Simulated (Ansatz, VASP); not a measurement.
**Two plane-wave programs on HfO2**

```
Hf O
1.0
     3.57669    0.00000    0.00000
     0.00000    3.57669    0.00000
     0.00000    0.00000    5.20222
Hf O
2 4
Direct
  0.50000 0.50000 0.50000
  0.00000 0.00000 0.00000
  0.00000 0.50000 0.69621
  0.50000 0.00000 0.80379
  0.50000 0.00000 0.30379
  0.00000 0.50000 0.19621
```

Alike in both runs: task single point; functional PBE; k mesh 8 × 8 × 6; occupations fermi-dirac, width 0.02 eV; no spin polarisation.

```csv
,VASP,Ansatz
version,VASP 6.6.1,Ansatz 0.2.0
potentials or method,"VASP PAW PBE potentials, release 64 (Hf_pv, O)","plane waves, PAW"
plane-wave cutoff (eV),520,420
valence electrons in the cell,44,76
```

Ansatz gave:

| Property | Result |
| --- | --- |
| gap on the k mesh at the Fermi level (eV) | 4.73 |
| pressure (GPa) | 5.9 |
| traceless stress, the component that is largest in VASP (GPa) | -0.22 |
| rms of the force components (eV/Å) | 0.036 |

Task: Which values does VASP return?

Result: gap on the k mesh at the Fermi level (eV): 4.71; pressure (GPa): 2.5; traceless stress, the component that is largest in VASP (GPa): -0.12; rms of the force components (eV/Å): 0.016.

Atom by atom the forces differ by 0.021 eV/Å (rms over components). VASP's potentials hold 44 valence electrons a cell and Ansatz's 76, so a difference there can come from the potentials and not from the codes.

Spin-orbit coupling is off throughout.
